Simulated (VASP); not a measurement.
# GdO (P-6m2) in VASP: vibrations by perturbation theory with LDA

Aim: the vibrations by perturbation theory of GdO with LDA.

Everything below comes from runs of VASP 6.6.1. Logs are shortened: lines on timing, memory, paths and dates and some standing lists are left out, and cuts for length are marked.

## (1) The cell of the first run

Symmetry: P-6m2, No. 187, hexagonal system. Conventional cell: a = 3.113 Å, b = 3.113 Å, c = 3.038 Å, α = 90.00°, β = 90.00°, γ = 120.00°. Gd (site symmetry -6m2) has 6 O at 2.35 Å and 8 Gd at 3.04 to 3.11 Å within 3.2 Å. O (site symmetry -6m2) has 6 Gd at 2.35 Å and 8 O at 3.04 to 3.11 Å within 3.2 Å.

## (2) Vibrations by perturbation theory, LDA, collinear spin, ferromagnetic start

INCAR reads:

```
SYSTEM = GdO
ALGO = Normal
EDIFF = 1E-8
ENCUT = 520
GGA = CA
IBRION = 8
ISIF = 2
ISMEAR = -1
ISPIN = 2
LASPH = .TRUE.
LCHARG = .FALSE.
LMAXMIX = 6
LORBIT = 11
LREAL = .FALSE.
LWAVE = .FALSE.
MAGMOM = 7 0
NBANDS = 23
NELM = 150
NSW = 1
PREC = Accurate
SIGMA = 0.05
```

KPOINTS reads:

```
k-points
0
G
  7 7 7
  0 0 0
```

POSCAR reads:

```
GdO
1.0
    3.1132995800      0.0000000000      0.0000000000
   -1.5566497900      2.6961965200      0.0000000000
    0.0000000000      0.0000000000      3.0384261400
Gd O
1 1
Direct
    0.0000000000      0.0000000000      0.0000000000
    0.6666666667      0.3333333333      0.5000000000
```

Potentials or basis: VASP PAW PBE potentials, release 64 (Gd, O).

Launch:

```
> cat potpaw_PBE.64/Gd/POTCAR potpaw_PBE.64/O/POTCAR > POTCAR
> mpirun -np 1 vasp_std > vasp.out
```

OUTCAR:

```text
SYSTEM = GdO
   EDIFF = 1E-8
   ENCUT = 520
   GGA = CA
   IBRION = 8
   ISIF = 2
   ISMEAR = -1
   ISPIN = 2
   LASPH = .TRUE.
   LORBIT = 11
   LREAL = .FALSE.
   NELM = 150
   NSW = 1
   PREC = Accurate

 ion  position               nearest neighbor table
   1  0.000  0.000  0.000-   2 2.35   2 2.35   2 2.35   2 2.35   2 2.35   2 2.35
   2  0.667  0.333  0.500-   1 2.35   1 2.35   1 2.35   1 2.35   1 2.35   1 2.35

  LATTYP: Found a hexagonal cell.
 ALAT       =     3.1132995800
 C/A-ratio  =     0.9759504545

  Lattice vectors:

 A1 = (   3.1132995800,   0.0000000000,   0.0000000000)
 A2 = (  -1.5566497900,   2.6961965200,   0.0000000000)
 A3 = (   0.0000000000,   0.0000000000,   3.0384261400)

Analysis of symmetry for initial positions (statically):
=====================================================================
 Subroutine PRICEL returns:
 Original cell was already a primitive cell.

 Routine SETGRP: Setting up the symmetry group for a
 hexagonal supercell.

 Subroutine GETGRP returns: Found 12 space group operations
 (whereof 12 operations were pure point group operations)
 out of a pool of 24 trial point group operations.

The static configuration has the point symmetry D_3h.

Analysis of symmetry for dynamics (positions and initial velocities):
=====================================================================
 Subroutine PRICEL returns:
 Original cell was already a primitive cell.

 Routine SETGRP: Setting up the symmetry group for a
 hexagonal supercell.

 Subroutine GETGRP returns: Found 12 space group operations
 (whereof 12 operations were pure point group operations)
 out of a pool of 24 trial point group operations.

The dynamic configuration has the point symmetry D_3h.

Analysis of structural, dynamic, and magnetic symmetry:
=====================================================================
 Subroutine PRICEL returns:
 Original cell was already a primitive cell.

 Routine SETGRP: Setting up the symmetry group for a
 hexagonal supercell.

 Subroutine GETGRP returns: Found 12 space group operations
 (whereof 12 operations were pure point group operations)
 out of a pool of 24 trial point group operations.

The overall configuration has the point symmetry D_3h.

 Subroutine INISYM returns: Found 12 space group operations
 (whereof 12 operations are pure point group operations),
 and found     1 'primitive' translations

----------------------------------------------------------------------------------------

                                     Primitive cell

  volume of cell :      25.5048

  direct lattice vectors                    reciprocal lattice vectors
     3.113299580  0.000000000  0.000000000     0.321202626  0.185446423  0.000000000
    -1.556649790  2.696196520  0.000000000     0.000000000  0.370892846  0.000000000
     0.000000000  0.000000000  3.038426140     0.000000000  0.000000000  0.329117758

  length of vectors
     3.113299580  3.113299575  3.038426140     0.370892845  0.370892846  0.329117758

  position of ions in fractional coordinates (direct lattice)
     0.000000000  0.000000000  0.000000000
     0.666666667  0.333333333  0.500000000

  ion indices of the primitive-cell ions
   primitive index   ion index
                 1           1
                 2           2

----------------------------------------------------------------------------------------

 KPOINTS: k-points

Automatic generation of k-mesh.
 Grid dimensions read from file:
 generate k-points for:    7    7    7

[... 109 lines left out ...]
  free energy    TOTEN  =       -22.79814787 eV

  energy without entropy =      -22.78676853  energy(sigma->0) =      -22.79245820

 E-fermi :   6.6583     XC(G=0): -13.0237

 val. band max:        6.6506484988   @ k =   0.1429   0.1429   0.0000
 cond. band min:       6.6760165157   @ k =   0.4286   0.0000   0.2857
 fundamental gap:      0.0253680169
 Fermi energy:         6.6583096450

 spin component 1

 k-point     1 :       0.0000    0.0000    0.0000
  band No.  band energies     occupation
      1     -38.0764      1.00000
      2     -15.0863      1.00000
      3     -14.8110      1.00000
      4     -14.8110      1.00000
      5     -13.4892      1.00000
      6       1.0830      1.00000
[... 613 lines left out ...]
     22      19.4832      0.00000
     23      21.7524      0.00000

 [... further k-points ...]

 spin component 2

 k-point     1 :       0.0000    0.0000    0.0000
  band No.  band energies     occupation
      1     -35.3894      1.00000
      2     -13.3866      1.00000
      3     -13.0431      1.00000
      4     -12.7328      1.00000
      5     -12.7328      1.00000
      6       1.3286      1.00000
[... 616 lines left out ...]
 [... further k-points ...]

------------------------ aborting loop because EDIFF is reached ----------------------------------------

  FORCE on cell =-STRESS in cart. coord.  units (eV):
  Direction    XX          YY          ZZ          XY          YZ          ZX
  --------------------------------------------------------------------------------------
  -------------------------------------------------------------------------------------
  Total        3.0488888      3.0488888      2.1788124      0.0000000      0.0000000      0.0000000
  in kB      191.5274531    191.5274523    136.8703165      0.0000000      0.0000000      0.0000000
  external PRESSURE =     173.3084073 kB  Pullay stress =       0.0000000 kB

 VOLUME and BASIS-vectors are now :
 -----------------------------------------------------------------------------
  energy-cutoff  :      520.00
  volume of cell :       25.50
      direct lattice vectors                 reciprocal lattice vectors
     3.113299580  0.000000000  0.000000000     0.321202626  0.185446423  0.000000000
    -1.556649790  2.696196520  0.000000000     0.000000000  0.370892846  0.000000000
     0.000000000  0.000000000  3.038426140     0.000000000  0.000000000  0.329117758

 POSITION                                       TOTAL-FORCE (eV/Angst)
 -----------------------------------------------------------------------------------
      0.00000      0.00000      0.00000         0.000000      0.000000      0.000000
      1.55665      0.89873      1.51921        -0.000000     -0.000000      0.000000
 -----------------------------------------------------------------------------------
    total drift:                               -0.000000     -0.000000      0.000000

  FREE ENERGIE OF THE ION-ELECTRON SYSTEM (eV)
  ---------------------------------------------------
  free  energy   TOTEN  =       -22.7981478693 eV

  energy  without entropy=      -22.7867685264  energy(sigma->0) =      -22.79245820

[... ionic steps 2 to 3 ...]

--------------------------------------- Ionic step        4  -------------------------------------------

------------------------ aborting loop because EDIFF is reached ----------------------------------------
[... 11 lines left out ...]
[... ionic steps 8 to 8 ...]

--------------------------------------- Ionic step        9  -------------------------------------------

 Free energy of the ion-electron system (eV)
  ---------------------------------------------------
  ---------------------------------------------------
  free energy    TOTEN  =        -0.36301441 eV

  energy without entropy =       -0.36301440

------------------------ aborting loop because EDIFF is reached ----------------------------------------

 INTERNAL STRAIN TENSOR  FOR ION    2  DIRECTION 3   (eV/Angst):
 -----------------------------------------------------------------------------
    -0.01927  0.00000  0.00000
     0.00000 -0.01927  0.00000
     0.00000 -0.00000  0.03067

 INTERNAL STRAIN TENSOR FOR ION    2 for displacements in x,y,z  (eV/Angst):
          X           Y           Z          XY          YZ          ZX
  --------------------------------------------------------------------------------
  x     0.00000     0.00000     0.00000    -4.62153     0.00000     0.00000
  y    -4.62153     4.62153     0.00000     0.00000     0.00000     0.00000
  z     0.00000     0.00000     0.00000     0.00000     0.00000     0.00000

 SECOND DERIVATIVES (NOT SYMMETRIZED)
 ------------------------------------
               1X          1Y          1Z          2X          2Y          2Z
  1X    -7.449037    0.000000    0.000000    7.449037    0.000000    0.000000
  1Y     0.000000   -7.449037    0.000000    0.000000    7.449037    0.000000
  1Z     0.000000   -0.000000  -11.051130   -0.000000    0.000000   11.051130
  2X     7.108603   -0.000000    0.000000   -7.108603    0.000000    0.000000
  2Y     0.000000    7.108603    0.000000   -0.000000   -7.108603    0.000000
  2Z     0.000000    0.000000   11.041649   -0.000000    0.000000  -11.041649

 Eigenvectors and eigenvalues of the dynamical matrix
 ----------------------------------------------------

   1 f  =   13.632209 THz    85.653694 2PiTHz  454.721537 cm-1    56.378260 meV
             X         Y         Z           dx          dy          dz
      0.000000  0.000000  0.000000     0.000000    0.000000   -0.304013
      1.556650  0.898732  1.519213    -0.000000   -0.000000    0.952668
[... 21 lines left out ...]
   6 f/i=    0.075658 THz     0.475375 2PiTHz    2.523690 cm-1     0.312898 meV
             X         Y         Z           dx          dy          dz
      0.000000  0.000000  0.000000     0.950586    0.000067   -0.000000
      1.556650  0.898732  1.519213     0.310463    0.000022   -0.000000

--------------------------------------------------------------------------------------------------------

 ELASTIC MODULI CONTR FROM IONIC RELAXATION (kBar)
 Direction    XX          YY          ZZ          XY          YZ          ZX
 --------------------------------------------------------------------------------
 XX        -193.0281    193.0281      0.0000      0.0000      0.0000      0.0000
 YY         193.0281   -193.0281      0.0000     -0.0000      0.0000      0.0000
 ZZ           0.0000      0.0000      0.0000      0.0000      0.0000      0.0000
 XY           0.0000     -0.0000      0.0000   -193.0281      0.0000      0.0000
 YZ           0.0000      0.0000      0.0000      0.0000      0.0000      0.0000
 ZX           0.0000      0.0000      0.0000      0.0000      0.0000      0.0000
 --------------------------------------------------------------------------------

 total charge

# of ion       s       p       d       f       tot
--------------------------------------------------
    1        2.029   5.602   0.731   7.128  15.490
    2        1.549   3.469   0.000   0.000   5.018
--------------------------------------------------
tot          3.578   9.071   0.731   7.128  20.507

 magnetization (x)

# of ion       s       p       d       f       tot
--------------------------------------------------
    1       -0.005  -0.050   0.073   6.639   6.657
    2       -0.003  -0.013   0.000   0.000  -0.016
--------------------------------------------------
tot         -0.007  -0.063   0.073   6.639   6.641
```

Run time: 7.6 min. Hardware: 1 thread of Intel Xeon Platinum 8488C (Sapphire Rapids), shared host; peak memory 0.41 GiB.

Results:

```yaml
Net_moment: 6.84 μB per cell
Site_moments: Gd +6.66; O -0.02 μB
Valence_electrons_inside_the_program's_atomic_spheres: Gd 15.49; O 5.02
Highest_phonon_frequency_at_Γ_LO-TO_splitting_left_out: 455 cm⁻¹
```

Phonon frequencies in cm⁻¹ (negative: imaginary):
```tsv
q point	frequencies
(0.000, 0.000, 0.000)	-3 -3 0 366 366 455
```

Caveat: the cell stands under pressure or tension, which shifts response properties; the PAW data sets were made with another functional, which shifts forces and pressure a little; spin-orbit coupling is left out, which moves the levels of the heavy elements; a cell with one magnetic atom can't hold antiferromagnetic order, which such compounds often take; semilocal functionals describe open f shells poorly, which spoils levels, moments and volumes. The state reached can hang on the start; a lower one may exist.
